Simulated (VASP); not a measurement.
## Sb: single point with LDA

Crystal: Sb.

```
Sb
1.0
     0.00000    2.30500    2.30500
     2.30500    0.00000    2.30500
     2.30500    2.30500    0.00000
Sb
1
Direct
  0.00000 0.00000 0.00000
```

This isn't the form of Sb at room conditions, which is rhombohedral.

```
Program                : VASP 6.6.1
Task                   : single point
Functional             : LDA
Potentials or basis    : VASP PAW LDA potentials, release 64 (Sb)
Cutoff                 : 500 eV
k mesh                 : 12 × 12 × 12
Occupations            : fermi-dirac, width 0.05 eV
Spin                   : no spin polarisation
Dipole correction      : no
Further INCAR settings : ALGO = Normal; EDIFF = 1e-06; NBANDS = 8
```

```yaml
Pressure: 4.0 GPa
Band_gap_on_the_k_mesh: zero (an odd number of electrons rules out a gap without spin polarisation)
```

Levels at points of the mesh, in eV from the Fermi level:
```tsv
k point	band 1	band 2	band 3	band 4	band 5	band 6
(0.00, 0.00, 0.00)	-13.77	5.90	5.90	5.90	10.00	10.00
(0.50, 0.00, 0.00)	-9.50	-6.47	3.98	3.98	8.67	9.15
(0.50, 0.50, 0.00)	-7.61	-5.48	0.32	0.32	4.23	4.56
```

It took 7.5 s on 1 thread of AMD EPYC 7R43 64-Core Processor (Zen 3), on a shared host, peak memory 0.1 GiB.

Caveat: the cell stands under pressure; spin-orbit coupling is left out, which moves the levels of the heavy elements.
